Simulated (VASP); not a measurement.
# Mo: single point with PBE

Crystal: Mo.

```
Mo
1.0
    -1.58022    1.51701    1.58022
     1.58022   -1.51701    1.58022
     1.58022    1.51701   -1.58022
Mo
1
Cartesian
  0.0000 0.0000 0.0000
```

This cell differs from its parent crystal: strain -0.0400 x Voigt [0, 1, 0, 0, 0, 0].

```
Program             : VASP 6.6.1
Task                : single point
Functional          : PBE
Potentials or basis : VASP PAW PBE potentials, release 64 (Mo_sv)
Cutoff              : 520 eV
k mesh              : 26 × 26 × 26
Occupations         : gaussian, width 0.15 eV
Spin                : no spin polarisation
```

```json
{
 "Pressure": "12.5 GPa",
 "Band gap on the k mesh": "zero (band 7 reaches 17.22 eV, above the bottom of band 8 at 11.76 eV)"
}
```

Stress tensor (GPa, compression positive):
```
 7.85  0.00  0.00
 0.00 21.78  0.00
 0.00  0.00  7.85
```

Levels at points of the mesh, in eV from the Fermi level:
| k point | band 5 | band 6 | band 7 | band 8 | band 9 | band 10 |
| --- | --- | --- | --- | --- | --- | --- |
| (0.00, 0.00, 0.00) | -7.34 | -1.74 | -1.24 | -1.24 | 1.37 | 2.02 |
| (0.50, 0.00, 0.00) | -5.54 | -3.72 | 1.82 | 1.87 | 2.68 | 4.98 |
| (0.00, 0.50, 0.00) | -5.47 | -3.19 | 1.34 | 1.52 | 2.22 | 4.90 |
| (0.50, 0.50, 0.50) | -5.74 | -5.63 | 4.11 | 4.11 | 4.26 | 8.95 |

It took 88 s on 1 thread of Intel(R) Xeon(R) 6975P-C (Granite Rapids), on a shared host, peak memory 0.34 GiB.

Caveat: the cell differs from its parent crystal (strain -0.0400 x Voigt [0, 1, 0, 0, 0, 0]).
